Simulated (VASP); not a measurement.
Here is a VASP 6.6.1 calculation.

POSCAR

```
MgI2
1.0
    4.2078809172      0.0000000000      0.0000000000
   -2.1039404586      3.6441366779      0.0000000000
    0.0000000000      0.0000000000      6.9928069349
Mg I
1 2
Direct
    0.0000000000      0.0000000000      0.0000000000
    0.3333333333      0.6666666667      0.2500000000
    0.6666666667      0.3333333333      0.7500000000
```

INCAR.step1

```
  ALGO = Normal
  EDIFF = 1E-5
  ENCUT = 660
  GGA = PE
  GGA_COMPAT = F
  ISMEAR = 0
  LASPH = T
  LCHARG = F
  LREAL = F
  LWAVE = T
  NBANDS = 15
  NELM = 120
  PREC = Accurate
  SIGMA = 0.01
```

Contents of INCAR.step2:

```
  ALGO = Normal
  EDIFF = 1E-6
  ENCUT = 660
  GGA_COMPAT = F
  ISIF = 2
  ISMEAR = 0
  ISTART = 1
  LASPH = T
  LCHARG = F
  LMIXTAU = T
  LREAL = F
  LWAVE = F
  METAGGA = R2SCAN
  NBANDS = 15
  NELM = 120
  PREC = Accurate
  SIGMA = 0.01
```

The input KPOINTS:

```
k-points
0
Gamma
  5 5 3
```

Potentials or basis: VASP PAW PBE potentials, release 64 (Mg, I).

Launch:

```console
$ cat potpaw_PBE.64/Mg/POTCAR potpaw_PBE.64/I/POTCAR > POTCAR
$ cp INCAR.step1 INCAR
$ mpirun -np 1 vasp_std > vasp.out
$ cp INCAR.step2 INCAR
$ mpirun -np 1 vasp_std > vasp.out
```

Problem. What does it give for the band gap on the k mesh?

Solution. 4.05 eV (least direct gap 4.21 eV).

Problem. Predict the pressure.

Solution. -1.3 GPa.

Problem. Predict the largest force.

Solution. 0.512 eV/Å.

Stress tensor (GPa, compression positive):
```
-1.10  0.00  0.00
 0.00 -1.10  0.00
 0.00  0.00 -1.85
```

Caveat: the PAW data sets were made with another functional, which shifts forces and pressure a little; spin-orbit coupling is left out, which moves the levels of the heavy elements. r2SCAN opens gaps a little over a GGA but as a rule still falls short of measured ones.
